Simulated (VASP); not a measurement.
Input of a VASP 6.6.1 run:

POSCAR

```
BAs
1.0
    0.0000000000      2.3201115760      2.3201115760
    2.3201115760      0.0000000000      2.3201115760
    2.3201115760      2.3201115760      0.0000000000
B As
1 1
Direct
    0.0000000000      0.0000000000      0.0000000000
    0.2500000000      0.2500000000      0.2500000000
```

File INCAR.step1:

```
SYSTEM = BAs
  ALGO = Normal
  EDIFF = 1E-8
  ENCUT = 500
  GGA = PE
  ISMEAR = 0
  LASPH = .TRUE.
  LCHARG = .FALSE.
  LREAL = .FALSE.
  LWAVE = .TRUE.
  NELM = 80
  PREC = Accurate
  SIGMA = 0.01
```

INCAR.step2

```
SYSTEM = BAs
  ALGO = Exact
  EDIFF = 1E-8
  ENCUT = 500
  GGA = PE
  ISMEAR = 0
  ISTART = 1
  LASPH = .TRUE.
  LCHARG = .FALSE.
  LOPTICS = .TRUE.
  LREAL = .FALSE.
  LWAVE = .TRUE.
  NBANDS = 108
  NELM = 1
  PREC = Accurate
  SIGMA = 0.01
```

INCAR.step3

```
SYSTEM = BAs
  ALGO = EVGW0
  EDIFF = 1E-8
  ENCUT = 500
  ENCUTGW = 150.0
  GGA = PE
  ISMEAR = 0
  ISTART = 1
  LASPH = .TRUE.
  LCHARG = .FALSE.
  LREAL = .FALSE.
  LWAVE = .FALSE.
  NBANDS = 108
  NBANDSGW = 12
  NELMGW = 1
  NOMEGA = 96
  OMEGAMAX = 20
  PREC = Accurate
  PRECFOCK = Fast
  SIGMA = 0.01
```

File KPOINTS:

```
k-points
0
G
  6 6 6
  0 0 0
```

Potentials or basis: VASP PAW PBE potentials, release 64 (B_GW, As_GW).

Command:

```sh
$ cat potpaw_PBE.64/B_GW/POTCAR potpaw_PBE.64/As_GW/POTCAR > POTCAR
$ cp INCAR.step1 INCAR
$ mpirun -np 1 vasp_std > vasp.out
$ cp INCAR.step2 INCAR
$ mpirun -np 1 vasp_std > vasp.out
$ cp INCAR.step3 INCAR
$ mpirun -np 1 vasp_std > vasp.out
```

**Question.** Estimate the quasiparticle gap.

**Answer.** 1.79 eV.

**Question.** What does it give for the least direct quasiparticle gap?

**Answer.** 4.23 eV.

**Question.** What does it give for the band gap of the starting levels on the mesh?

**Answer.** 1.20 eV.

Caveat: the k points lie up to 0.39 Å⁻¹ apart; bands, screening cutoff and mesh are small and nothing is extrapolated, so the quasiparticle values aren't converged.
